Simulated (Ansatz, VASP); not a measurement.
# Ba in VASP and in Ansatz

The input INCAR:

```
  PREC = Accurate
  ENCUT = 520
  EDIFF = 1E-6
  ISMEAR = 0
  SIGMA = 0.15
  LREAL = F
  LASPH = T
  NELM = 80
  ALGO = Fast
  ISIF = 2
  LWAVE = F
  LCHARG = T
  GGA = PS
  LELF = T
  LVHAR = T
  NBANDS = 11
```

File KPOINTS:

```
regular mesh
0
Gamma
  14 14 14
```

File POSCAR:

```
Ba
1.0
    1.3128205742      3.7344030402      3.7344030402
    3.7344030402      1.3128205742      3.7344030402
    3.7344030402      3.7344030402      1.3128205742
Ba
1
Direct
    0.0000000000      0.0000000000      0.0000000000
```

Input for Ansatz:

```yaml
crystal:
  lattice:
    - [1.3128205742, 3.7344030402, 3.7344030402]
    - [3.7344030402, 1.3128205742, 3.7344030402]
    - [3.7344030402, 3.7344030402, 1.3128205742]
  atoms:
    - { symbol: Ba, position: [0.0, 0.0, 0.0] }
basis:
  ecutwfc: 420
kpoints:
  mp_grid: { grid: [14, 14, 14] }
hamiltonian:
  xc: pbesol
  pseudopotentials: { kind: paw }
scf:
  occupations: { method: gaussian, width: 0.15 }
output:
  forces: true
  stress: true
  eigenvalues: true
```

Alike in both runs: task single point; functional PBEsol; k mesh 14 × 14 × 14; occupations gaussian, width 0.15 eV; no spin polarisation.

```csv
,VASP,Ansatz
version,VASP 6.6.1,Ansatz 0.2.0
potentials or method,"VASP PAW PBE potentials, release 64 (Ba_sv), cutoff 520 eV","scalar-relativistic, plane waves, PAW"
valence electrons in the cell,10,10
```

VASP gave:

```
gap on the k mesh at the Fermi level (eV)                     : none
pressure (GPa)                                                : 4.1
traceless stress, the component that is largest in VASP (GPa) : -4.35
```

Question: Estimate Ansatz's values.

Answer: gap on the k mesh at the Fermi level (eV): none; pressure (GPa): 3.5; traceless stress, the component that is largest in VASP (GPa): -4.07.

VASP's potentials were made for PBE, not for PBEsol. A gap of «none» marks a metal or a gap that the smearing closes.

Spin-orbit coupling is off throughout.
